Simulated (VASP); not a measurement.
# C (P-4n2) in VASP: density of states with PBE

Aim: the density of states of C with PBE.

Program: VASP 6.6.1. These are calculated values, not measurements. Logs are shortened: lines on timing, memory, paths and dates and some standing lists are left out, and cuts for length are marked.

## 1. The cell of the first run

The structure is tetragonal, space group P-4n2 (No. 118). The conventional cell has a = 5.410 Å, b = 5.410 Å, c = 3.389 Å, α = 90.00°, β = 90.00°, γ = 90.00°. C (site symmetry 1) has 3 C at 1.40 to 1.47 Å within 1.9 Å. Within 1.9 Å of C (site symmetry 2) lie 3 C at 1.40 to 1.51 Å.

## 2. Density of states, PBE

File POSCAR:

```
C
1.0
    5.4095718314      0.0000000000      0.0000000000
    0.0000000000      5.4095718314      0.0000000000
    0.0000000000      0.0000000000      3.3893680090
C
12
Direct
    0.3200402174      0.4501949611      0.9501441852
    0.6799597826      0.5498050389      0.9501441852
    0.4501949611      0.6799597826      0.0498558148
    0.5498050389      0.3200402174      0.0498558148
    0.8200402174      0.0498050389      0.4501441852
    0.1799597826      0.9501949611      0.4501441852
    0.9501949611      0.8200402174      0.5498558148
    0.0498050389      0.1799597826      0.5498558148
    0.5984242312      0.0984242312      0.2500000000
    0.4015757688      0.9015757688      0.2500000000
    0.0984242312      0.4015757688      0.7500000000
    0.9015757688      0.5984242312      0.7500000000
```

File INCAR.step1:

```
PREC     = Accurate       # precision mode
ENCUT    = 520            # plane-wave cutoff, eV
EDIFF    = 1E-6           # SCF threshold, eV
ISMEAR   = 0              # smearing method
SIGMA    = 0.1            # smearing width, eV
LREAL    = F              # projectors in reciprocal space
LASPH    = T              # aspherical terms in the spheres
NELM     = 80             # most SCF steps
ALGO     = Normal         # electronic algorithm
ISIF     = 2              # what is computed and relaxed
LWAVE    = F              # write WAVECAR
LCHARG   = T              # write CHGCAR
GGA      = PE             # functional
NBANDS   = 36             # bands
```

File KPOINTS.step1:

```
Automatic mesh
0
Gamma
  8 8 12
```

File INCAR.step2:

```
PREC     = Accurate       # precision mode
ENCUT    = 520            # plane-wave cutoff, eV
EDIFF    = 1E-6           # SCF threshold, eV
ISMEAR   = -5             # smearing method
SIGMA    = 0.1            # smearing width, eV
LREAL    = F              # projectors in reciprocal space
LASPH    = T              # aspherical terms in the spheres
NELM     = 80             # most SCF steps
ALGO     = Normal         # electronic algorithm
ISIF     = 2              # what is computed and relaxed
LWAVE    = F              # write WAVECAR
LCHARG   = F              # write CHGCAR
GGA      = PE             # functional
LORBIT   = 10             # projections on sites
NEDOS    = 1001           # points of the DOS
ICHARG   = 11             # starting density
```

File KPOINTS.step2:

```
Automatic mesh
0
Gamma
  12 12 18
```

Potentials or basis: VASP PAW PBE potentials, release 64 (C).

On the command line:

```
$ cat potpaw_PBE.64/C/POTCAR > POTCAR
$ cp INCAR.step1 INCAR
$ cp KPOINTS.step1 KPOINTS
$ mpirun -np 1 vasp_std > vasp.out
$ cp INCAR.step2 INCAR
$ cp KPOINTS.step2 KPOINTS
$ mpirun -np 1 vasp_std > vasp.out
```

OUTCAR:

```text
PREC = Accurate
   ENCUT = 520
   EDIFF = 1E-6
   ISMEAR = -5
   LREAL = F
   LASPH = T
   NELM = 80
   ISIF = 2
   GGA = PE
   LORBIT = 10
   ICHARG = 11

 ion  position               nearest neighbor table
   1  0.320  0.450  0.950-  11 1.40   4 1.47   3 1.47   2 2.02
   2  0.680  0.550  0.950-  12 1.40   4 1.47   3 1.47   1 2.02
   3  0.450  0.680  0.050-  10 1.40   2 1.47   1 1.47   4 2.02
   4  0.550  0.320  0.050-   9 1.40   2 1.47   1 1.47   3 2.02
   5  0.820  0.050  0.450-   9 1.40   8 1.47   7 1.47   6 2.02
   6  0.180  0.950  0.450-  10 1.40   8 1.47   7 1.47   5 2.02
   7  0.950  0.820  0.550-  12 1.40   6 1.47   5 1.47   8 2.02
   8  0.050  0.180  0.550-  11 1.40   6 1.47   5 1.47   7 2.02
   9  0.598  0.098  0.250-   4 1.40   5 1.40  10 1.51
  10  0.402  0.902  0.250-   3 1.40   6 1.40   9 1.51
  11  0.098  0.402  0.750-   1 1.40   8 1.40  12 1.51
  12  0.902  0.598  0.750-   2 1.40   7 1.40  11 1.51

  LATTYP: Found a simple tetragonal cell.
 ALAT       =     5.4095718314
 C/A-ratio  =     0.6265501438

  Lattice vectors:

 A1 = (   5.4095718314,   0.0000000000,   0.0000000000)
 A2 = (   0.0000000000,   5.4095718314,   0.0000000000)
 A3 = (   0.0000000000,   0.0000000000,   3.3893680090)

Analysis of symmetry for initial positions (statically):
=====================================================================
 Subroutine PRICEL returns:
 Original cell was already a primitive cell.

 Routine SETGRP: Setting up the symmetry group for a
 simple tetragonal supercell.

 Subroutine GETGRP returns: Found  8 space group operations
 (whereof  4 operations were pure point group operations)
 out of a pool of 16 trial point group operations.

The static configuration has the point symmetry S_4 .
 The point group associated with its full space group is D_2d.

Analysis of symmetry for dynamics (positions and initial velocities):
=====================================================================
 Subroutine PRICEL returns:
 Original cell was already a primitive cell.

 Routine SETGRP: Setting up the symmetry group for a
 simple tetragonal supercell.

 Subroutine GETGRP returns: Found  8 space group operations
 (whereof  4 operations were pure point group operations)
 out of a pool of 16 trial point group operations.

The dynamic configuration has the point symmetry S_4 .
 The point group associated with its full space group is D_2d.

 Subroutine INISYM returns: Found  8 space group operations
 (whereof  4 operations are pure point group operations),
 and found     1 'primitive' translations
[... 139 lines left out ...]
  Fermi-wavevector in a.u.,A,eV,Ry     =   1.285308  2.428879 22.477037  1.652016
  Thomas-Fermi vector in A             =   2.417450
   LORBIT       =     10    0 simple, 1 ext, 2 COOP (PROOUT), +10 PAW based schemes
   GGA     = PE    functional components
   LHFCALC =     F    Hartree Fock is set to
   AEXX    =    0.0000 exact exchange contribution
   IVDW    =     0    specifies the selected vdW correction
   LEPSILON=     F    determine dielectric tensor
   LRPA    =     F    only Hartree local field effects (RPA)
 non-spin polarized calculation
 Fermi weights with tetrahedron method with Bloechl corrections
  energy-cutoff  :      520.00
  volume of cell :       99.18
 maximum number of plane-waves:      2700

 number of electron      48.0000004 magnetization

 Free energy of the ion-electron system (eV)
  ---------------------------------------------------
  ext. energy  EPLUGINS =         0.00000000
  ---------------------------------------------------
  free energy    TOTEN  =      -102.23294138 eV

  energy without entropy =     -102.23294138  energy(sigma->0) =     -102.23294138

 E-fermi :   5.9306     XC(G=0): -10.8982

 val. band max:        5.9979398582   @ k =   0.0000   0.0000   0.0556
 cond. band min:       5.9094791934   @ k =   0.3333   0.3333   0.1111
 fundamental gap:     -0.0884606648
 Fermi energy:         5.9305826170

 k-point     1 :       0.0000    0.0000    0.0000
  band No.  band energies     occupation
      1     -14.5907      2.00000
      2     -13.2534      2.00000
      3     -10.8854      2.00000
      4      -9.8236      2.00000
      5      -9.8236      2.00000
      6      -9.6108      2.00000
[... 805 lines left out ...]
     30      10.2974      0.00000
     31      11.8993      0.00000

 [... further k-points ...]
[... 5 lines left out ...]
  --------------------------------------------------------------------------------------
  -------------------------------------------------------------------------------------
  Total        0.3322054      0.3322054      0.0950758      0.0000000      0.0000000      0.0000000
  in kB        5.3662726      5.3662726      1.5358055      0.0000000      0.0000000      0.0000000
  external PRESSURE =       4.0894502 kB  Pullay stress =       0.0000000 kB

 VOLUME and BASIS-vectors are now :
 -----------------------------------------------------------------------------
  energy-cutoff  :      520.00
  volume of cell :       99.18
      direct lattice vectors                 reciprocal lattice vectors
     5.409571831  0.000000000  0.000000000     0.184857514  0.000000000  0.000000000
     0.000000000  5.409571831  0.000000000     0.000000000  0.184857514  0.000000000
     0.000000000  0.000000000  3.389368009     0.000000000  0.000000000  0.295040255

 POSITION                                       TOTAL-FORCE (eV/Angst)
 -----------------------------------------------------------------------------------
      1.73128      2.43536      3.22039        -0.034720     -0.010362     -0.008404
      3.67829      2.97421      3.22039         0.034720      0.010362     -0.008404
      2.43536      3.67829      0.16898        -0.010362      0.034720      0.008404
      2.97421      1.73128      0.16898         0.010362     -0.034720      0.008404
      4.43607      0.26942      1.52570        -0.034720      0.010362     -0.008404
      0.97351      5.14015      1.52570         0.034720     -0.010362     -0.008404
      5.14015      4.43607      1.86366        -0.010362     -0.034720      0.008404
      0.26942      0.97351      1.86366         0.010362      0.034720      0.008404
      3.23722      0.53243      0.84734        -0.003631     -0.003631     -0.000000
      2.17235      4.87714      0.84734         0.003631      0.003631     -0.000000
      0.53243      2.17235      2.54203        -0.003631      0.003631     -0.000000
      4.87714      3.23722      2.54203         0.003631     -0.003631     -0.000000
 -----------------------------------------------------------------------------------
    total drift:                                0.000000     -0.000000      0.000000

  FREE ENERGIE OF THE ION-ELECTRON SYSTEM (eV)
  ---------------------------------------------------
  free  energy   TOTEN  =      -102.2329413791 eV

  energy  without entropy=     -102.2329413791  energy(sigma->0) =     -102.23294138

 total charge

# of ion       s       p       d       tot
------------------------------------------
    1        0.869   1.710   0.000   2.578
    2        0.869   1.710   0.000   2.578
    3        0.869   1.710   0.000   2.578
    4        0.869   1.710   0.000   2.578
    5        0.869   1.710   0.000   2.578
    6        0.869   1.710   0.000   2.578
    7        0.869   1.710   0.000   2.578
    8        0.869   1.710   0.000   2.578
    9        0.843   1.778   0.000   2.621
   10        0.843   1.778   0.000   2.621
   11        0.843   1.778   0.000   2.621
   12        0.843   1.778   0.000   2.621
--------------------------------------------------
tot         10.322  20.789   0.000  31.111
```

OUTCAR.step1:

```text
PREC = Accurate
   ENCUT = 520
   EDIFF = 1E-6
   ISMEAR = 0
   LREAL = F
[... 1199 lines left out ...]
      3.23722      0.53243      0.84734        -0.003057     -0.003057      0.000000
      2.17235      4.87714      0.84734         0.003057      0.003057      0.000000
      0.53243      2.17235      2.54203        -0.003057      0.003057     -0.000000
      4.87714      3.23722      2.54203         0.003057     -0.003057      0.000000
 -----------------------------------------------------------------------------------
    total drift:                               -0.000000     -0.000000     -0.000000

  FREE ENERGIE OF THE ION-ELECTRON SYSTEM (eV)
  ---------------------------------------------------
  free  energy   TOTEN  =      -102.2393255287 eV

  energy  without entropy=     -102.2352017702  energy(sigma->0) =     -102.23726365
```

It took 8.3 min on 1 thread of AMD EPYC 9R14 (Zen 4), shared host; peak memory 0.56 GiB.

What came out:

| Item | Value |
| --- | --- |
| Valence electrons inside the program's atomic spheres | C 2.58, 2.62 |

Levels at points of the mesh, in eV from the Fermi level:
```csv
k point,band 21,band 22,band 23,band 24,band 25,band 26,band 27,band 28
"(0.00, 0.00, 0.00)",-3.31,-2.07,-2.07,-0.01,-0.01,0.42,0.78,3.19
"(0.50, 0.00, 0.00)",-3.11,-3.11,-1.55,-1.55,0.53,0.53,2.76,2.76
"(0.50, 0.50, 0.00)",-3.34,-3.34,-0.97,-0.97,-0.43,-0.43,3.55,3.55
"(0.00, 0.00, 0.50)",-3.78,-3.78,-1.21,-1.21,0.35,0.35,4.22,4.22
"(0.50, 0.00, 0.50)",-3.98,-3.98,-1.92,-1.92,1.59,1.59,3.20,3.20
"(0.50, 0.50, 0.50)",-4.83,-4.83,-3.06,0.64,0.64,1.58,2.07,4.52
```

Caveat: tetrahedron occupations give inexact forces and stress in metals.
